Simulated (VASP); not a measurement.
Set up this calculation in VASP 6.6.1, as the native input.

| Quantity | Value |
| --- | --- |
| Task | relaxation of cell and atoms |
| Functional | PBE |
| Potentials or basis | VASP PAW PBE potentials, release 64 (B, As, In_d) |
| Cutoff | 600 eV |
| k mesh | 4 × 4 × 4 |
| Occupations | fermi-dirac, width 0.02 eV |
| Spin | no spin polarisation |
| Dipole correction | no |
| Further INCAR settings | ALGO = Normal; EDIFF = 1e-06; IBRION = 2; EDIFFG = -0.005; NSW = 80; ISIF = 3 |

The structure of In3BAs4 lies in POSCAR:

```
In3BAs4
1.0
    5.6230452117      0.0000000000      0.0000000000
    0.0000000000      5.6230452117      0.0000000000
    0.0000000000      0.0000000000      5.6230452117
B As In
1 4 3
Direct
    0.0000000000      0.0000000000      0.0000000000
    0.2500000000      0.2500000000      0.2500000000
    0.7500000000      0.7500000000      0.2500000000
    0.7500000000      0.2500000000      0.7500000000
    0.2500000000      0.7500000000      0.7500000000
    0.5000000000      0.5000000000      0.0000000000
    0.5000000000      0.0000000000      0.5000000000
    0.0000000000      0.5000000000      0.5000000000
```

One way to write it, as run:

INCAR

```
SYSTEM = In3BAs4
PREC = Accurate ; ENCUT = 600
EDIFF = 1E-6 ; ISMEAR = -1
SIGMA = 0.02 ; LREAL = .False.
LASPH = .True. ; NELM = 80
ALGO = Normal ; ISIF = 3
LWAVE = .False. ; LCHARG = .False.
GGA = PE ; IBRION = 2
NSW = 80 ; EDIFFG = -0.005
```

KPOINTS

```
Automatic mesh
0
Gamma
  4 4 4
  0 0 0
```

Potentials or basis: VASP PAW PBE potentials, release 64 (B, As, In_d).

Command:

```console
$ cat potpaw_PBE.64/B/POTCAR potpaw_PBE.64/As/POTCAR potpaw_PBE.64/In_d/POTCAR > POTCAR
$ mpirun -np 1 vasp_std > vasp.out
```

It gave:

| Property | Result |
| --- | --- |
| Relaxed volume | 24.96 Å³/atom |
| Relaxed cell | a = 5.845 Å, b = 5.845 Å, c = 5.845 Å, α = 90.00°, β = 90.00°, γ = 90.00° |
| Space group after relaxing (to 0.1 Å) | P-43m (No. 215) |
| Energy gained by relaxing | 416.8 meV/atom |
| Ionic steps | 12 |
| Pressure after relaxing | 0.0 GPa |
| Band gap on the k mesh | zero (filled and empty bands touch) |

Caveat: semilocal functionals underestimate gaps, and a narrow one can read as zero; spin-orbit coupling is left out, which moves the levels of the heavy elements.

Wall time 6.9 min on 1 thread of Intel(R) Xeon(R) 6975P-C (Granite Rapids) (shared host), peak memory 0.39 GiB.
